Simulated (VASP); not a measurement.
Wanted: the native input for a VASP 6.6.1 run.

| Property | Result |
| --- | --- |
| Task | single point |
| Functional | PBE |
| Potentials or basis | VASP PAW PBE potentials, release 64 (Si, Mo_sv) |
| Cutoff | 520 eV |
| k mesh | 13 × 13 × 13 |
| Occupations | fermi-dirac, width 0.05 eV |
| Spin | no spin polarisation |
| Dipole correction | no |
| Further INCAR settings | ALGO = Normal; EDIFF = 1e-06; NBANDS = 18 |

The structure of Si2Mo lies in POSCAR:

```
Si2Mo
1.0
   -1.6313805159      1.6313805159      4.0075881985
    1.6313805159     -1.6313805159      4.0075881985
    1.6313805159      1.6313805159     -4.0075881985
Si Mo
2 1
Direct
    0.3330000000      0.3330000000      0.0000000000
    0.6670000000      0.6670000000      0.0000000000
    0.0000000000      0.0000000000      0.0000000000
```

These files were run (other wordings do the same):

INCAR

```
  PREC = Accurate
  ENCUT = 520
  EDIFF = 1E-6
  ISMEAR = -1
  SIGMA = 0.05
  LREAL = F
  LASPH = T
  NELM = 100
  ALGO = Normal
  ISIF = 2
  LWAVE = F
  LCHARG = T
  GGA = PE
  LELF = T
  LVHAR = T
  NBANDS = 18
```

KPOINTS

```
Automatic mesh
0
Gamma
  13 13 13
```

Potentials or basis: VASP PAW PBE potentials, release 64 (Si, Mo_sv).

Run with:

```sh
$ cat potpaw_PBE.64/Si/POTCAR potpaw_PBE.64/Mo_sv/POTCAR > POTCAR
$ mpirun -np 1 vasp_std > vasp.out
```

Results of the run:

```
Pressure               : -8.8 GPa
Largest force          : 0.364 eV/Å
Band gap on the k mesh : zero (band 11 reaches 11.88 eV, above the bottom of band 12 at 10.96 eV)
```

Wall time 120 s on 1 thread of AMD EPYC 9R45 96-Core Processor (Zen 5), on a shared host, peak memory 0.27 GiB.
